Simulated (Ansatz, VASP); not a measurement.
**Two plane-wave programs on TaAs**

```
Ta As
1.0
    -1.73198    1.73198    5.86641
     1.73198   -1.73198    5.86641
     1.73198    1.73198   -5.86641
Ta As
2 2
Cartesian
  1.7320 0.0000 5.8685
  0.0000 0.0000 8.8017
  1.7320 0.0000 0.9670
  0.0000 0.0000 3.9002
```

Alike in both runs: functional PBE; k mesh 18 × 18 × 18; occupations fermi-dirac, width 0.15 eV; no spin polarisation.

Ansatz relaxed the structure, and its values are those at the end. VASP's run is a single point on that final structure, the one shown.

|  | VASP | Ansatz |
| --- | --- | --- |
| version | VASP 6.6.1 | Ansatz 0.2.0 |
| potentials or method | VASP PAW PBE potentials, release 64 (Ta_pv, As), cutoff 520 eV | scalar-relativistic, plane waves, PAW |
| valence electrons in the cell | 32 | 56 |

Ansatz gave:

* gap on the k mesh at the Fermi level (eV): none
* pressure (GPa): 0.0

Task: What did VASP give for the same quantities?

Result: gap on the k mesh at the Fermi level (eV): none; pressure (GPa): 0.4.

A gap of «none» marks a metal or a gap that the smearing closes. VASP's potentials hold 32 valence electrons a cell and Ansatz's 56, so a difference there can come from the potentials and not from the codes.

Neither program's run includes spin-orbit coupling.
